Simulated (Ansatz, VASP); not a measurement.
**C: VASP beside Ansatz**

```
C
1.0
     0.00000    1.99532    1.70397
     1.59802    0.00000    1.70397
     1.59802    1.99532    0.00000
C
2
Cartesian
  1.5980 1.9953 1.7040
  2.3970 2.9930 2.5560
```

Change from the starting cell: strain +e along x and -e along y -0.1125, strain +e along z and -e/2 along x and y -0.0350.

Alike in both runs: task single point; functional LDA; k mesh 12 × 12 × 12; occupations gaussian, width 0.05 eV; no spin polarisation.

```csv
,VASP,Ansatz
version,VASP 6.6.1,Ansatz 0.2.0
potentials or method,"VASP PAW LDA potentials, release 64 (C), cutoff 520 eV","scalar-relativistic, plane waves, PAW"
valence electrons in the cell,8,8
```

```tsv
	VASP	Ansatz	Ansatz less VASP
gap on the k mesh at the Fermi level (eV)	0.65	0.67	+0.013
least direct gap on the mesh (eV)	3.38	3.38	-0.002
pressure (GPa)	9.0	7.4	-1.67
traceless stress, the component that is largest in VASP (GPa)	-142.28	-142.47	-0.186
```

Ansatz warns that its potentials were made for another functional, while VASP's fit it. LDA's correlation is that of Perdew and Zunger in VASP and of Perdew and Wang (1992) in Ansatz.
